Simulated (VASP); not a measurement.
# Ga3Sb (I4/mmm) in VASP: further runs, part 2 of 2

VASP 6.6.1. The steps go on from the part before.

## 3. Single point, PBEsol

This run uses another cell than the first one, of 22.19 Å³/atom, 0.148 times its volume.

Input file INCAR:

```
SYSTEM = Ga3Sb
PREC     = Accurate       ! precision mode
ENCUT    = 520            ! plane-wave cutoff, eV
EDIFF    = 1E-6           ! SCF threshold, eV
ISMEAR   = 0              ! smearing method
SIGMA    = 0.1            ! smearing width, eV
LREAL    = .False.        ! projectors in reciprocal space
LASPH    = .True.         ! aspherical terms in the spheres
NELM     = 60             ! most SCF steps
ALGO     = Fast           ! electronic algorithm
ISIF     = 2              ! what is computed and relaxed
LWAVE    = .False.        ! write WAVECAR
LCHARG   = .False.        ! write CHGCAR
GGA      = PS             ! functional
NBANDS   = 30             ! bands
```

Input file KPOINTS:

```
Automatic mesh
0
Gamma
  12 12 12
  0.5 0.5 0.5
```

Input file POSCAR:

```
Ga3Sb
1.0
   -2.1587990000      2.1587990000      4.7604840000
    2.1587990000     -2.1587990000      4.7604840000
    2.1587990000      2.1587990000     -4.7604840000
Ga Sb
3 1
Direct
    0.7500000000      0.2500000000      0.5000000000
    0.2500000000      0.7500000000      0.5000000000
    0.5000000000      0.5000000000      0.0000000000
    0.0000000000      0.0000000000      0.0000000000
```

Potentials or basis: VASP PAW PBE potentials, release 64 (Ga_d, Sb).

On the command line:

```sh
$ cat potpaw_PBE.64/Ga_d/POTCAR potpaw_PBE.64/Sb/POTCAR > POTCAR
$ mpirun -np 1 vasp_std > vasp.out
```

OUTCAR:

```text
SYSTEM = Ga3Sb
   PREC = Accurate
   ENCUT = 520
   EDIFF = 1E-6
   ISMEAR = 0
   LREAL = .False.
   LASPH = .True.
   NELM = 60
   ISIF = 2
   GGA = PS

 ion  position               nearest neighbor table
   1  0.750  0.250  0.500-   4 3.21   4 3.21   4 3.21   4 3.21
   2  0.250  0.750  0.500-   4 3.21   4 3.21   4 3.21   4 3.21
   3  0.500  0.500  0.000-   4 3.05   4 3.05   4 3.05   4 3.05
   4  0.000  0.000  0.000-   3 3.05   3 3.05   3 3.05   3 3.05   2 3.21   1 3.21   2 3.21   2 3.21
                             1 3.21   1 3.21   2 3.21   1 3.21

  LATTYP: Found a body centered tetragonal cell.
 ALAT       =     4.3175980000
 C/A-ratio  =     2.2051538842

  Lattice vectors:

 A1 = (  -2.1587990000,   2.1587990000,   4.7604840000)
 A2 = (   2.1587990000,  -2.1587990000,   4.7604840000)
 A3 = (   2.1587990000,   2.1587990000,  -4.7604840000)

Analysis of symmetry for initial positions (statically):
=====================================================================
 Subroutine PRICEL returns:
 Original cell was already a primitive cell.

 Routine SETGRP: Setting up the symmetry group for a
 body centered tetragonal supercell.

 Subroutine GETGRP returns: Found 16 space group operations
 (whereof 16 operations were pure point group operations)
 out of a pool of 16 trial point group operations.

The static configuration has the point symmetry D_4h.

Analysis of symmetry for dynamics (positions and initial velocities):
=====================================================================
 Subroutine PRICEL returns:
 Original cell was already a primitive cell.

 Routine SETGRP: Setting up the symmetry group for a
 body centered tetragonal supercell.

 Subroutine GETGRP returns: Found 16 space group operations
 (whereof 16 operations were pure point group operations)
 out of a pool of 16 trial point group operations.

The dynamic configuration has the point symmetry D_4h.

 Subroutine INISYM returns: Found 16 space group operations
 (whereof 16 operations are pure point group operations),
 and found     1 'primitive' translations

----------------------------------------------------------------------------------------

                                     Primitive cell

  volume of cell :      88.7433

  direct lattice vectors                    reciprocal lattice vectors
    -2.158799000  2.158799000  4.760484000     0.000000000  0.231610261  0.105031337
     2.158799000 -2.158799000  4.760484000     0.231610261  0.000000000  0.105031337
     2.158799000  2.158799000 -4.760484000     0.231610261  0.231610261  0.000000000

  length of vectors
     5.655354468  5.655354468  5.655354468     0.254312593  0.254312593  0.327546372

  position of ions in fractional coordinates (direct lattice)
     0.750000000  0.250000000  0.500000000
     0.250000000  0.750000000  0.500000000
     0.500000000  0.500000000  0.000000000
     0.000000000  0.000000000  0.000000000

  ion indices of the primitive-cell ions
   primitive index   ion index
                 1           1
                 2           2
                 3           3
                 4           4

----------------------------------------------------------------------------------------

 KPOINTS: Automatic mesh

Automatic generation of k-mesh.
 Grid dimensions read from file:
 generate k-points for:   12   12   12

 Generating k-lattice:

  Cartesian coordinates                     Fractional coordinates (reciprocal lattice)
     0.000000000  0.019300855  0.008752611     0.083333333  0.000000000 -0.000000000
     0.019300855  0.000000000  0.008752611     0.000000000  0.083333333 -0.000000000
     0.019300855  0.019300855  0.000000000     0.000000000  0.000000000  0.083333333

  Length of vectors
     0.021192716  0.021192716  0.027295531

  Shift w.r.t. Gamma in fractional coordinates (k-lattice)
     0.500000000  0.500000000  0.500000000

 Subroutine IBZKPT returns following result:
 ===========================================

 Found    159 irreducible k-points:

 Following reciprocal coordinates:
            Coordinates               Weight
  0.041667  0.041667  0.041667      8.000000
  0.125000  0.041667  0.041667     16.000000
  0.208333  0.041667  0.041667     16.000000
  0.291667  0.041667  0.041667     16.000000
  0.375000  0.041667  0.041667     16.000000
  0.458333  0.041667  0.041667      8.000000
[... 16 lines left out ...]
 -0.458333  0.208333  0.041667     16.000000
 -0.375000  0.208333  0.041667     16.000000
 [... further k-points ...]
   k-points           NKPTS =    159   k-points in BZ     NKDIM =    159   number of bands    NBANDS=     30
   number of dos      NEDOS =    301   number of ions     NIONS =      4
   total plane-waves  NPLWV =  74088
   dimension x,y,z NGX =    42 NGY =   42 NGZ =   42
   dimension x,y,z NGXF=    84 NGYF=   84 NGZF=   84
   ions per type =               3   1
   NGX,Y,Z   is equivalent  to a cutoff of  12.35, 12.35, 12.35 a.u.
   NGXF,Y,Z  is equivalent  to a cutoff of  24.69, 24.69, 24.69 a.u.
 SYSTEM =  Ga3Sb
   PREC   = accura    normal or accurate (medium, high low for compatibility)
   ISTART =      0    job   : 0-new  1-cont  2-samecut
   ICHARG =      2    charge: 1-file 2-atom 10-const
   ISPIN  =      1    spin polarized calculation?
   LNONCOLLINEAR =      F non collinear calculations
   LSORBIT =      F    spin-orbit coupling
   LASPH  =      T    aspherical Exc in radial PAW
   ENCUT  =  520.0 eV  38.22 Ry    6.18 a.u.  10.52 10.52 10.52*2*pi/ulx,y,z
   NELM   =     60;   NELMIN=  2; NELMDL= -5     # of ELM steps
   EDIFF  = 0.1E-05   stopping-criterion for ELM
   LREAL  =      F    real-space projection
   EDIFFG = 0.1E-04   stopping-criterion for IOM
   NSW    =      0    number of steps for IOM
   IBRION =     -1    ionic relax: 0-MD 1-quasi-New 2-CG
   NFREE  =      0    steps in history (QN), initial steepest desc. (CG)
   ISIF   =      2    stress and relaxation
   ISYM   =      2    0-nonsym 1-usesym 2-fastsym
   POTIM  = 0.5000    time-step for ionic-motion
   TEBEG  =    0.0;   TEEND  =   0.0 temperature during run
   PSTRESS=    0.0 pullay stress
   NELECT =      44.0000    total number of electrons
   NUPDOWN=      -1.0000    fix difference up-down
   EMIN   =  10.00;   EMAX   =-10.00  energy-range for DOS
   EFERMI =   0.00;   METHOD = LEGACY
   ISMEAR =     0;   SIGMA  =   0.10  broadening in eV -4-tet -1-fermi 0-gaus
   EFERMI_NEDOS =   21; number of points for ismear=-14 and -15
   IALGO  =     68    algorithm
   IMIX   =      4    mixing-type and parameters
     AMIX     =   0.40;   BMIX     =  1.00
     AMIX_MAG =   1.60;   BMIX_MAG =  1.00
  volume/ion in A,a.u.               =      22.19       149.72
  Fermi-wavevector in a.u.,A,eV,Ry     =   1.295728  2.448571 22.842976  1.678911
  Thomas-Fermi vector in A             =   2.427229
   LORBIT       =      0    0 simple, 1 ext, 2 COOP (PROOUT), +10 PAW based schemes
   GGA     = PS    functional components
   LHFCALC =     F    Hartree Fock is set to
   AEXX    =    0.0000 exact exchange contribution
   IVDW    =     0    specifies the selected vdW correction
   LEPSILON=     F    determine dielectric tensor
   LRPA    =     F    only Hartree local field effects (RPA)
 non-spin polarized calculation
 RMM-DIIS sequential band-by-band and
 Gauss-broadening in eV      SIGMA  =   0.10
  energy-cutoff  :      520.00
  volume of cell :       88.74
 maximum number of plane-waves:      2416
 NGX is ok and might be reduce to    42
   NGX = 21   NGY = 21   NGZ = 21

 number of electron      44.0000012 magnetization

 Free energy of the ion-electron system (eV)
  ---------------------------------------------------
  ext. energy  EPLUGINS =         0.00000000
  ---------------------------------------------------
  free energy    TOTEN  =       -14.23062144 eV

  energy without entropy =      -14.22074581  energy(sigma->0) =      -14.22568363

 E-fermi :   5.7374     XC(G=0): -10.5887

 val. band max:        5.7233628523   @ k =   0.4583   0.2917   0.0417
 cond. band min:       5.7384684256   @ k =  -0.4583  -0.4583   0.1250
 fundamental gap:      0.0151055734
 Fermi energy:         5.7373587583

 k-point     1 :       0.0417    0.0417    0.0417
  band No.  band energies     occupation
      1      -9.0992      2.00000
      2      -9.0534      2.00000
      3      -9.0395      2.00000
      4      -9.0133      2.00000
      5      -9.0077      2.00000
      6      -8.9914      2.00000
[... 781 lines left out ...]
     29      11.5876      0.00000
     30      11.6142      0.00000

 [... further k-points ...]
[... 5 lines left out ...]
  --------------------------------------------------------------------------------------
  -------------------------------------------------------------------------------------
  Total       -1.7703938     -1.7703938     -1.9510057      0.0000000      0.0000000      0.0000000
  in kB      -31.9628095    -31.9628095    -35.2235887      0.0000000      0.0000000      0.0000000
  external PRESSURE =     -33.0497359 kB  Pullay stress =       0.0000000 kB

 VOLUME and BASIS-vectors are now :
 -----------------------------------------------------------------------------
  energy-cutoff  :      520.00
  volume of cell :       88.74
      direct lattice vectors                 reciprocal lattice vectors
    -2.158799000  2.158799000  4.760484000     0.000000000  0.231610261  0.105031337
     2.158799000 -2.158799000  4.760484000     0.231610261  0.000000000  0.105031337
     2.158799000  2.158799000 -4.760484000     0.231610261  0.231610261  0.000000000

 POSITION                                       TOTAL-FORCE (eV/Angst)
 -----------------------------------------------------------------------------------
      0.00000      2.15880      2.38024         0.000000     -0.000000     -0.000000
      2.15880      0.00000      2.38024        -0.000000      0.000000      0.000000
      0.00000      0.00000      4.76048         0.000000     -0.000000     -0.000000
      0.00000      0.00000      0.00000         0.000000     -0.000000     -0.000000
 -----------------------------------------------------------------------------------
    total drift:                               -0.000000      0.000000      0.000000

  FREE ENERGIE OF THE ION-ELECTRON SYSTEM (eV)
  ---------------------------------------------------
  free  energy   TOTEN  =       -14.2306214380 eV

  energy  without entropy=      -14.2207458129  energy(sigma->0) =      -14.22568363
```

It took 6.4 min on 1 thread of AMD EPYC 9R14 (Zen 4), shared host; peak memory 0.47 GiB.

Results:

| Quantity | Value |
| --- | --- |
| Free energy | -14.2306 eV |
| Pressure | -3.3 GPa |
| Band gap on the k mesh | zero (band 22 reaches 7.69 eV, above the bottom of band 23 at 3.58 eV) |

Stress tensor (GPa, compression positive):
```
-3.20  0.00  0.00
 0.00 -3.20  0.00
 0.00  0.00 -3.52
```

Caveat: the PAW data sets were made with another functional, which shifts forces and pressure a little; spin-orbit coupling is left out, which moves the levels of the heavy elements.

## 4. Single point, PBEsol

This run uses another cell than the first one, of 22.19 Å³/atom, 0.148 times its volume.

Input file INCAR:

```
SYSTEM = Ga3Sb
PREC = Accurate ; ENCUT = 520
EDIFF = 1E-7 ; ISMEAR = 0
SIGMA = 0.1 ; LREAL = .False.
LASPH = .True. ; NELM = 60
ALGO = Fast ; ISIF = 2
LWAVE = .False. ; LCHARG = .True.
GGA = PS ; LELF = .True.
LVHAR = .True. ; NBANDS = 30
```

Input file KPOINTS:

```
regular mesh
0
Gamma
  14 14 14
  0 0 0
```

POSCAR is that of step 3.

On the command line:

```sh
$ cat potpaw_PBE.64/Ga_d/POTCAR potpaw_PBE.64/Sb/POTCAR > POTCAR
$ mpirun -np 1 vasp_std > vasp.out
```

Run time: 11 min. Hardware: 1 thread of AMD EPYC 9R14 (Zen 4), shared host; peak memory 0.63 GiB.

Results (log left out):

```
Free energy            : -14.2344 eV
Pressure               : -3.4 GPa
Band gap on the k mesh : zero (band 22 reaches 7.82 eV, above the bottom of band 23 at 3.53 eV)
```

Stress tensor (GPa, compression positive):
```
-3.22  0.00  0.00
 0.00 -3.22  0.00
 0.00  0.00 -3.69
```

Levels at points of the mesh, in eV from the Fermi level:
| k point | band 19 | band 20 | band 21 | band 22 | band 23 | band 24 | band 25 | band 26 |
| --- | --- | --- | --- | --- | --- | --- | --- | --- |
| (0.00, 0.00, 0.00) | -2.98 | -1.90 | -1.73 | -1.73 | -0.24 | -0.24 | 0.99 | 1.25 |
| (0.50, 0.00, 0.00) | -5.02 | -0.88 | -0.50 | -0.20 | 0.51 | 1.55 | 2.78 | 3.23 |
| (0.50, 0.50, 0.00) | -5.09 | -4.66 | -4.03 | -0.63 | -0.04 | 0.29 | 1.07 | 6.49 |
| (0.50, 0.50, 0.50) | -2.88 | -2.88 | -2.40 | 2.07 | 2.64 | 2.64 | 3.89 | 3.99 |

Caveat: the PAW data sets were made with another functional, which shifts forces and pressure a little; spin-orbit coupling is left out, which moves the levels of the heavy elements.

## 5. Single point, PBEsol

This run uses another cell than the first one, of 22.19 Å³/atom, 0.148 times its volume.

Input file INCAR:

```
PREC = Accurate
ENCUT = 520
EDIFF = 1E-7
ISMEAR = -1
SIGMA = 0.5
LREAL = F
LASPH = T
NELM = 100
ALGO = Fast
ISIF = 2
LWAVE = F
LCHARG = F
GGA = PS
NBANDS = 30
```

Input file KPOINTS:

```
Automatic mesh
0
Gamma
  14 14 14
```

POSCAR is that of step 4.

On the command line:

```sh
$ cat potpaw_PBE.64/Ga_d/POTCAR potpaw_PBE.64/Sb/POTCAR > POTCAR
$ mpirun -np 1 vasp_std > vasp.out
```

Run time: 17 min. Hardware: 1 thread of Oxide Virtual Turin-like, shared host; peak memory 0.63 GiB.

The run converged. Its results:

```yaml
Free_energy: -14.9863 eV
Pressure: -2.5 GPa
Band_gap_on_the_k_mesh: zero (band 22 reaches 7.81 eV, above the bottom of band 23 at 3.54 eV)
```

Levels at points of the mesh, in eV from the Fermi level:
| k point | band 20 | band 21 | band 22 | band 23 | band 24 | band 25 |
| --- | --- | --- | --- | --- | --- | --- |
| (0.00, 0.00, 0.00) | -1.89 | -1.74 | -1.74 | -0.23 | -0.23 | 1.01 |
| (0.50, 0.00, 0.00) | -0.88 | -0.49 | -0.19 | 0.52 | 1.55 | 2.79 |
| (0.50, 0.50, 0.00) | -4.67 | -4.01 | -0.63 | -0.03 | 0.29 | 1.08 |
| (0.50, 0.50, 0.50) | -2.88 | -2.39 | 2.07 | 2.65 | 2.65 | 3.90 |

Caveat: the PAW data sets were made with another functional, which shifts forces and pressure a little; spin-orbit coupling is left out, which moves the levels of the heavy elements.

## 6. Summary

| cell | k mesh | smearing | further INCAR settings | gap on the mesh (eV) | pressure (GPa) |
| --- | --- | --- | --- | --- | --- |
| a = 10.687 Å, angles 135.1, 135.1, 65.3°, 4 atoms | 4 × 4 × 4 | gaussian 0.1 eV | ALGO = Fast; EDIFF = 1e-07; NBANDS = 30 | none | -1.0 |
| a = 5.655 Å, angles 135.1, 135.1, 65.3°, 4 atoms | 12 × 12 × 12, shifted | gaussian 0.1 eV | ALGO = Fast; EDIFF = 1e-06; NBANDS = 30 | none | -3.3 |
| a = 5.655 Å, angles 135.1, 135.1, 65.3°, 4 atoms | 14 × 14 × 14 | gaussian 0.1 eV | ALGO = Fast; EDIFF = 1e-07; NBANDS = 30 | none | -3.4 |
| a = 5.655 Å, angles 135.1, 135.1, 65.3°, 4 atoms | 14 × 14 × 14 | fermi-dirac 0.5 eV | ALGO = Fast; EDIFF = 1e-07; NBANDS = 30 | none | -2.5 |

Alike in all rows: task single point; level PBEsol; potentials or basis VASP PAW PBE potentials, release 64 (Ga_d, Sb); no spin polarisation; cutoff (eV) 520.

Caveats: the PAW data sets were made with another functional, which shifts forces and pressure a little; spin-orbit coupling is left out, which moves the levels of the heavy elements.

Absolute energies hang on the potentials; compare differences alone.
